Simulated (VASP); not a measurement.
# Al3C2 (P6_3/mmc) in VASP: further runs

Runs on Al3C2. Level: PBE. Tasks: relaxation of cell and atoms.

Program: VASP 6.6.1. These are calculated values, not measurements. Logs are shortened: lines on timing, memory, paths and dates and some standing lists are left out, and cuts for length are marked.

### Step 1. The cell of the first run

Symmetry: P6_3/mmc, No. 194, hexagonal system. Conventional cell: a = 3.290 Å, b = 3.290 Å, c = 14.511 Å, α = 90.00°, β = 90.00°, γ = 120.00°. Within 2.7 Å of Al (site symmetry 3m) lie 3 Al at 2.06 Å and 4 C at 2.43 to 2.50 Å. Within 3.3 Å of Al (site symmetry -6m2) lie 6 C at 2.48 Å and 8 Al at 3.22 to 3.29 Å. C (site symmetry 3m) has 7 Al at 2.43 to 2.50 Å and 7 C at 3.20 to 3.29 Å within 3.3 Å.

The cell was built from a structure type or drawn by symmetry, and may not be a known phase.

### Step 2. Relaxation of cell and atoms, PBE

Contents of INCAR:

```
SYSTEM = Al3C2
PREC = Accurate
ENCUT = 600
EDIFF = 1E-6
ISMEAR = 0
SIGMA = 0.1
LREAL = .False.
LASPH = .True.
NELM = 100
ALGO = Normal
ISIF = 3
LWAVE = .False.
LCHARG = .False.
GGA = PE
IBRION = 2
NSW = 90
EDIFFG = -0.04
```

Contents of KPOINTS:

```
Automatic mesh
0
Gamma
  6 6 2
  0 0 0
```

Contents of POSCAR:

```
Al3C2
1.0
    3.2902272600      0.0000000000      0.0000000000
   -1.6451136300      2.8494203900      0.0000000000
    0.0000000000      0.0000000000     14.5110447100
Al C
6 4
Direct
    0.3333333300      0.6666666700      0.9721999800
    0.6666666700      0.3333333300      0.4721999800
    0.3333333300      0.6666666700      0.5278000200
    0.6666666700      0.3333333300      0.0278000200
    0.3333333300      0.6666666700      0.7500000000
    0.6666666700      0.3333333300      0.2500000000
    0.3333333300      0.6666666700      0.1398500100
    0.6666666700      0.3333333300      0.6398500100
    0.3333333300      0.6666666700      0.3601499900
    0.6666666700      0.3333333300      0.8601499900
```

Potentials or basis: VASP PAW PBE potentials, release 64 (Al, C).

The run is started by

```
$ cat potpaw_PBE.64/Al/POTCAR potpaw_PBE.64/C/POTCAR > POTCAR
$ mpirun -np 1 vasp_std > vasp.out
```

OUTCAR:

```text
SYSTEM = Al3C2
   PREC = Accurate
   ENCUT = 600
   EDIFF = 1E-6
   ISMEAR = 0
   LREAL = .False.
   LASPH = .True.
   NELM = 100
   ISIF = 3
   GGA = PE
   IBRION = 2
   NSW = 90
   EDIFFG = -0.04

 ion  position               nearest neighbor table
   1  0.333  0.667  0.972-   4 2.06   4 2.06   4 2.06   7 2.43  10 2.50  10 2.50  10 2.50   5 3.22

   2  0.667  0.333  0.472-   3 2.06   3 2.06   3 2.06   8 2.43   9 2.50   9 2.50   9 2.50   6 3.22

   3  0.333  0.667  0.528-   2 2.06   2 2.06   2 2.06   9 2.43   8 2.50   8 2.50   8 2.50   5 3.22

   4  0.667  0.333  0.028-   1 2.06   1 2.06   1 2.06  10 2.43   7 2.50   7 2.50   7 2.50   6 3.22

   5  0.333  0.667  0.750-   8 2.48  10 2.48   8 2.48  10 2.48   8 2.48  10 2.48   1 3.22   3 3.22

   6  0.667  0.333  0.250-   7 2.48   9 2.48   7 2.48   9 2.48   7 2.48   9 2.48   2 3.22   4 3.22

   7  0.333  0.667  0.140-   1 2.43   6 2.48   6 2.48   6 2.48   4 2.50   4 2.50   4 2.50
   8  0.667  0.333  0.640-   2 2.43   5 2.48   5 2.48   5 2.48   3 2.50   3 2.50   3 2.50
   9  0.333  0.667  0.360-   3 2.43   6 2.48   6 2.48   6 2.48   2 2.50   2 2.50   2 2.50
  10  0.667  0.333  0.860-   4 2.43   5 2.48   5 2.48   5 2.48   1 2.50   1 2.50   1 2.50

  LATTYP: Found a hexagonal cell.
 ALAT       =     3.2902272600
 C/A-ratio  =     4.4103472384

  Lattice vectors:

 A1 = (   3.2902272600,   0.0000000000,   0.0000000000)
 A2 = (  -1.6451136300,   2.8494203900,   0.0000000000)
 A3 = (   0.0000000000,   0.0000000000,  14.5110447100)

Analysis of symmetry for initial positions (statically):
=====================================================================
 Subroutine PRICEL returns:
 Original cell was already a primitive cell.

 Routine SETGRP: Setting up the symmetry group for a
 hexagonal supercell.

 Subroutine GETGRP returns: Found 24 space group operations
 (whereof 12 operations were pure point group operations)
 out of a pool of 24 trial point group operations.

The static configuration has the point symmetry D_3d.
 The point group associated with its full space group is D_6h.

Analysis of symmetry for dynamics (positions and initial velocities):
=====================================================================
 Subroutine PRICEL returns:
 Original cell was already a primitive cell.

 Routine SETGRP: Setting up the symmetry group for a
 hexagonal supercell.

 Subroutine GETGRP returns: Found 24 space group operations
 (whereof 12 operations were pure point group operations)
 out of a pool of 24 trial point group operations.

The dynamic configuration has the point symmetry D_3d.
 The point group associated with its full space group is D_6h.

 Subroutine INISYM returns: Found 24 space group operations
 (whereof 12 operations are pure point group operations),
 and found     1 'primitive' translations

----------------------------------------------------------------------------------------

                                     Primitive cell

  volume of cell :     136.0445

  direct lattice vectors                    reciprocal lattice vectors
     3.290227260  0.000000000  0.000000000     0.303930373  0.175474283  0.000000000
    -1.645113630  2.849420390  0.000000000     0.000000000  0.350948566  0.000000000
     0.000000000  0.000000000 14.511044710     0.000000000  0.000000000  0.068913026

  length of vectors
     3.290227260  3.290227259 14.511044710     0.350948566  0.350948566  0.068913026

  position of ions in fractional coordinates (direct lattice)
     0.333333330  0.666666670  0.972199980
     0.666666670  0.333333330  0.472199980
     0.333333330  0.666666670  0.527800020
     0.666666670  0.333333330  0.027800020
     0.333333330  0.666666670  0.750000000
     0.666666670  0.333333330  0.250000000
     0.333333330  0.666666670  0.139850010
     0.666666670  0.333333330  0.639850010
     0.333333330  0.666666670  0.360149990
     0.666666670  0.333333330  0.860149990

  ion indices of the primitive-cell ions
   primitive index   ion index
                 1           1
                 2           2
                 3           3
                 4           4
                 5           5
                 6           6
                 7           7
                 8           8
                 9           9
                10          10

----------------------------------------------------------------------------------------

 KPOINTS: Automatic mesh

Automatic generation of k-mesh.
 Grid dimensions read from file:
 generate k-points for:    6    6    2

 Generating k-lattice:

  Cartesian coordinates                     Fractional coordinates (reciprocal lattice)
     0.050655062  0.029245714  0.000000000     0.166666667  0.000000000  0.000000000
     0.000000000  0.058491428  0.000000000     0.000000000  0.166666667  0.000000000
     0.000000000  0.000000000  0.034456513     0.000000000  0.000000000  0.500000000

  Length of vectors
     0.058491428  0.058491428  0.034456513

  Shift w.r.t. Gamma in fractional coordinates (k-lattice)
     0.000000000  0.000000000  0.000000000

 Subroutine IBZKPT returns following result:
 ===========================================

 Found     14 irreducible k-points:

 Following reciprocal coordinates:
            Coordinates               Weight
  0.000000  0.000000  0.000000      1.000000
  0.166667 -0.000000  0.000000      6.000000
  0.333333  0.000000  0.000000      6.000000
  0.500000  0.000000  0.000000      3.000000
  0.166667  0.166667  0.000000      6.000000
  0.333333  0.166667  0.000000     12.000000
  0.333333  0.333333  0.000000      2.000000
  0.000000  0.000000  0.500000      1.000000
  0.166667 -0.000000  0.500000      6.000000
  0.333333  0.000000  0.500000      6.000000
  0.500000  0.000000  0.500000      3.000000
  0.166667  0.166667  0.500000      6.000000
  0.333333  0.166667  0.500000     12.000000
  0.333333  0.333333  0.500000      2.000000
   k-points           NKPTS =     14   k-points in BZ     NKDIM =     14   number of bands    NBANDS=     23
   number of dos      NEDOS =    301   number of ions     NIONS =     10
   total plane-waves  NPLWV =  94080
   dimension x,y,z NGX =    28 NGY =   28 NGZ =  120
   dimension x,y,z NGXF=    56 NGYF=   56 NGZF=  240
   ions per type =               6   4
   NGX,Y,Z   is equivalent  to a cutoff of  14.15, 14.15, 13.75 a.u.
   NGXF,Y,Z  is equivalent  to a cutoff of  28.30, 28.30, 27.50 a.u.
 SYSTEM =  Al3C2
   PREC   = accura    normal or accurate (medium, high low for compatibility)
   ISTART =      0    job   : 0-new  1-cont  2-samecut
   ICHARG =      2    charge: 1-file 2-atom 10-const
   ISPIN  =      1    spin polarized calculation?
   LNONCOLLINEAR =      F non collinear calculations
   LSORBIT =      F    spin-orbit coupling
   LASPH  =      T    aspherical Exc in radial PAW
   ENCUT  =  600.0 eV  44.10 Ry    6.64 a.u.   6.57  6.57 28.98*2*pi/ulx,y,z
   NELM   =    100;   NELMIN=  2; NELMDL= -5     # of ELM steps
   EDIFF  = 0.1E-05   stopping-criterion for ELM
   LREAL  =      F    real-space projection
   EDIFFG = -.4E-01   stopping-criterion for IOM
   NSW    =     90    number of steps for IOM
   IBRION =      2    ionic relax: 0-MD 1-quasi-New 2-CG
   NFREE  =      1    steps in history (QN), initial steepest desc. (CG)
   ISIF   =      3    stress and relaxation
   ISYM   =      2    0-nonsym 1-usesym 2-fastsym
   POTIM  = 0.5000    time-step for ionic-motion
   TEBEG  =    0.0;   TEEND  =   0.0 temperature during run
   PSTRESS=    0.0 pullay stress
   NELECT =      34.0000    total number of electrons
   NUPDOWN=      -1.0000    fix difference up-down
   EMIN   =  10.00;   EMAX   =-10.00  energy-range for DOS
   EFERMI =   0.00;   METHOD = LEGACY
   ISMEAR =     0;   SIGMA  =   0.10  broadening in eV -4-tet -1-fermi 0-gaus
   EFERMI_NEDOS =   21; number of points for ismear=-14 and -15
   IALGO  =     38    algorithm
   IMIX   =      4    mixing-type and parameters
     AMIX     =   0.40;   BMIX     =  1.00
     AMIX_MAG =   1.60;   BMIX_MAG =  1.00
  volume/ion in A,a.u.               =      13.60        91.81
  Fermi-wavevector in a.u.,A,eV,Ry     =   1.031195  1.948676 14.467932  1.063363
  Thomas-Fermi vector in A             =   2.165331
   LORBIT       =      0    0 simple, 1 ext, 2 COOP (PROOUT), +10 PAW based schemes
   GGA     = PE    functional components
   LHFCALC =     F    Hartree Fock is set to
   AEXX    =    0.0000 exact exchange contribution
   IVDW    =     0    specifies the selected vdW correction
   LEPSILON=     F    determine dielectric tensor
   LRPA    =     F    only Hartree local field effects (RPA)
 conjugate gradient relaxation of ions
 non-spin polarized calculation
 Gauss-broadening in eV      SIGMA  =   0.10
  energy-cutoff  :      600.00
  volume of cell :      136.04
 maximum number of plane-waves:      4630
 NGX is ok and might be reduce to    28
   NGX = 13   NGY = 13   NGZ = 57

--------------------------------------- Ionic step        1  -------------------------------------------

 number of electron      34.0000000 magnetization

 Free energy of the ion-electron system (eV)
  ---------------------------------------------------
  ext. energy  EPLUGINS =         0.00000000
  ---------------------------------------------------
  free energy    TOTEN  =       -37.63987686 eV

  energy without entropy =      -37.59325631  energy(sigma->0) =      -37.61656658

------------------------ aborting loop because EDIFF is reached ----------------------------------------

  FORCE on cell =-STRESS in cart. coord.  units (eV):
  Direction    XX          YY          ZZ          XY          YZ          ZX
  --------------------------------------------------------------------------------------
  -------------------------------------------------------------------------------------
  Total       24.0384381     24.0384380    -29.3048267      0.0000000      0.0000000      0.0000000
  in kB      283.0972976    283.0972973   -345.1188145      0.0000000      0.0000000      0.0000000
  external PRESSURE =      73.6919268 kB  Pullay stress =       0.0000000 kB
[... 29 lines left out ...]
  energy  without entropy=      -37.5932563077  energy(sigma->0) =      -37.61656658

--------------------------------------- Ionic step        2  -------------------------------------------

 number of electron      34.0000000 magnetization

 E-fermi :   6.6396     XC(G=0):  -9.9877

 val. band max:        6.6329872310   @ k =   0.3333   0.1667   0.5000
 cond. band min:       6.6549811039   @ k =   0.5000   0.0000   0.0000
 fundamental gap:      0.0219938728
 Fermi energy:         6.6396356586

 k-point     1 :       0.0000    0.0000    0.0000
  band No.  band energies     occupation
      1      -6.6163      2.00000
      2      -5.9145      2.00000
      3      -5.8094      2.00000
      4      -4.5279      2.00000
      5      -1.3954      2.00000
      6       1.0137      2.00000
[... 434 lines left out ...]
  FREE ENERGIE OF THE ION-ELECTRON SYSTEM (eV)
  ---------------------------------------------------
  free  energy   TOTEN  =       -48.8294710882 eV

  energy  without entropy=      -48.7961635102  energy(sigma->0) =      -48.81281730

[... ionic steps 4 to 10 ...]

--------------------------------------- Ionic step       11  -------------------------------------------

 number of electron      34.0000001 magnetization

------------------------ aborting loop because EDIFF is reached ----------------------------------------

  FORCE on cell =-STRESS in cart. coord.  units (eV):
  Direction    XX          YY          ZZ          XY          YZ          ZX
  --------------------------------------------------------------------------------------
  -------------------------------------------------------------------------------------
  Total       -0.8643571     -0.8643571      0.6524488      0.0000000      0.0000000     -0.0000000
  in kB      -11.2647937    -11.2647937      8.5030847      0.0000000      0.0000000     -0.0000000
  external PRESSURE =      -4.6755009 kB  Pullay stress =       0.0000000 kB
[... 73 lines left out ...]
  energy  without entropy=      -52.9932232741  energy(sigma->0) =      -53.00068847

--------------------------------------- Ionic step       13  -------------------------------------------

 number of electron      34.0000001 magnetization

 Free energy of the ion-electron system (eV)
  ---------------------------------------------------
  ext. energy  EPLUGINS =         0.00000000
  ---------------------------------------------------
  free energy    TOTEN  =       -53.01119769 eV

  energy without entropy =      -52.99668440  energy(sigma->0) =      -53.00394105

 E-fermi :   7.8980     XC(G=0): -10.6710

 val. band max:        7.8831632276   @ k =   0.3333   0.3333   0.0000
 cond. band min:       7.9352095746   @ k =   0.3333   0.0000   0.5000
 fundamental gap:      0.0520463470
 Fermi energy:         7.8980346574

 k-point     1 :       0.0000    0.0000    0.0000
  band No.  band energies     occupation
      1      -6.0748      2.00000
      2      -5.6288      2.00000
      3      -5.2782      2.00000
      4      -4.4693      2.00000
      5      -0.8989      2.00000
      6       1.2163      2.00000
[... 390 lines left out ...]
  FREE ENERGIE OF THE ION-ELECTRON SYSTEM (eV)
  ---------------------------------------------------
  free  energy   TOTEN  =       -53.0111976931 eV

  energy  without entropy=      -52.9966844044  energy(sigma->0) =      -53.00394105

 reached required accuracy - stopping structural energy minimisation
```

Run time: 4.2 min. Hardware: 1 thread of Intel Xeon 6975P-C (Granite Rapids), shared host; peak memory 0.31 GiB.

What came out:

```yaml
Free_energy: -53.0112 eV
Relaxed_volume: 12.27 Å³/atom
Relaxed_cell: a = 3.245 Å, b = 3.245 Å, c = 13.452 Å, α = 90.00°, β = 90.00°, γ = 120.00°
Space_group_after_relaxing_to_0.1_Å: P6_3/mmc (No. 194)
Energy_gained_by_relaxing: 1537.1 meV/atom
Ionic_steps: 13
Pressure_after_relaxing: 0.2 GPa
Largest_force_after_relaxing: 0.027 eV/Å
Band_gap_on_the_k_mesh: zero (bands 17 and 18 overlap by 2.01 eV)
```

Forces in eV/Å, atoms in the order of the input:
```
Al   0.000  0.000 -0.027
Al   0.000  0.000 -0.027
Al   0.000  0.000  0.027
Al   0.000  0.000  0.027
Al   0.000  0.000  0.000
Al   0.000  0.000  0.000
C    0.000  0.000 -0.004
C    0.000  0.000 -0.004
C    0.000  0.000  0.004
C    0.000  0.000  0.004
```

Step by step:
| step | energy change (eV) | largest force (eV/Å) | pressure (GPa) | volume (Å³) |
| --- | --- | --- | --- | --- |
| 1 | 0.0000 | 9.2947 | 7.37 | 136.04 |
| 2 | -10.9409 | 1.9719 | -13.02 | 145.47 |
| 3 | -11.1896 | 1.9762 | -14.56 | 144.45 |
| 4 | -13.9136 | 1.1897 | -1.04 | 121.03 |
| 5 | -13.9291 | 1.1647 | 0.63 | 119.67 |
| 6 | -14.5902 | 0.8249 | 19.04 | 108.58 |
| 7 | -14.9826 | 0.4495 | 9.90 | 112.72 |
| 8 | -15.2619 | 0.9502 | -1.64 | 121.83 |
| 9 | -15.2825 | 0.6933 | 0.44 | 119.87 |
| 10 | -15.3408 | 0.3583 | -0.11 | 121.25 |
| 11 | -15.3679 | 0.0713 | -0.47 | 122.94 |
| 12 | -15.3683 | 0.0657 | -0.48 | 123.14 |
| 13 | -15.3713 | 0.0270 | 0.16 | 122.70 |

Final structure:
```
Al C
1.0
     3.24536    0.00000    0.00000
    -1.62268    2.81057    0.00000
     0.00000    0.00000   13.45227
Al C
6 4
Direct
  0.33333 0.66667 0.92860
  0.66667 0.33333 0.42860
  0.33333 0.66667 0.57140
  0.66667 0.33333 0.07140
  0.33333 0.66667 0.75000
  0.66667 0.33333 0.25000
  0.33333 0.66667 0.12549
  0.66667 0.33333 0.62549
  0.33333 0.66667 0.37451
  0.66667 0.33333 0.87451
```

Caveat: the k points lie up to 0.37 Å⁻¹ apart in the final cell, too coarse for converged energies and pressures of a metal.

[end of part 1 of 2]
